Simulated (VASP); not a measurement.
Runs of VASP 6.6.1 on Mg. The structure is that of space group I4/mmm (No. 139), or close to it. The cells are those of the table. 

```csv
cell,gap on the mesh (eV),pressure (GPa)
"a = 3.141 Å, angles 106.0, 106.0, 116.6°, 1 atom",none,(a)
"a = 3.127 Å, angles 104.6, 104.6, 119.6°, 1 atom",none,0.4
"a = 3.133 Å, angles 107.5, 107.5, 113.4°, 1 atom",none,-1.0
"a = 3.165 Å, angles 112.5, 112.5, 103.5°, 1 atom",none,(b)
"a = 3.168 Å, angles 106.0, 106.0, 116.6°, 1 atom",none,-1.6
```

Alike in all rows: task single point; level PBE; potentials or basis VASP PAW PBE potentials, release 64 (Mg); no spin polarisation; k mesh 20 × 20 × 20; cutoff (eV) 520; smearing gaussian 0.15 eV.

**Question.** Fill in the values left out.

**Answer.** (a) -0.8; (b) -1.8.

A gap of «none» marks levels without a gap at the run's occupations.
